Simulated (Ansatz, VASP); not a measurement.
**One calculation of Li2BeGeTe4, two programs**

```xyz
8
Lattice="-2.9407 2.9407 6.5084 2.9407 -2.9407 6.5084 2.9407 2.9407 -6.5084" Properties=species:S:1:pos:R:3 pbc="T T T"
Li    0.0000    2.9407    3.2542
Li    2.9407    0.0000    3.2542
Be    0.0000    0.0000    0.0000
Ge    0.0000    0.0000    6.5084
Te    1.5429    1.5429    8.0193
Te    1.5429   -1.5429    4.9974
Te   -1.5429    1.5429    4.9974
Te    1.3978    1.3978    1.5109
```

Alike in both runs: task single point; functional PBE; k mesh 6 × 6 × 6; no spin polarisation.

|  | VASP | Ansatz |
| --- | --- | --- |
| version | VASP 6.6.1 | Ansatz 0.2.0 |
| potentials or method | VASP PAW PBE potentials, release 64 (Li_sv, Be, Ge_d, Te) | plane waves, PAW |
| plane-wave cutoff (eV) | 520 | 420 |
| occupations | gaussian, width 0.01 eV | fixed |
| valence electrons in the cell | 46 | 86 |

|  | VASP | Ansatz | Ansatz less VASP |
| --- | --- | --- | --- |
| gap on the k mesh at the Fermi level (eV) | 0.12 | 0.13 | +0.005 |
| rms of the force components (eV/Å) | 0.004 | 0.001 | -0.0030 |

Atom by atom the forces differ by 0.004 eV/Å (rms over components). VASP's potentials hold 46 valence electrons a cell and Ansatz's 86, so a difference there can come from the potentials and not from the codes.

Spin-orbit coupling is off throughout. Noted on VASP's run: the cutoff is under 1.25 times that of the potentials, so the pressure is a little rough.
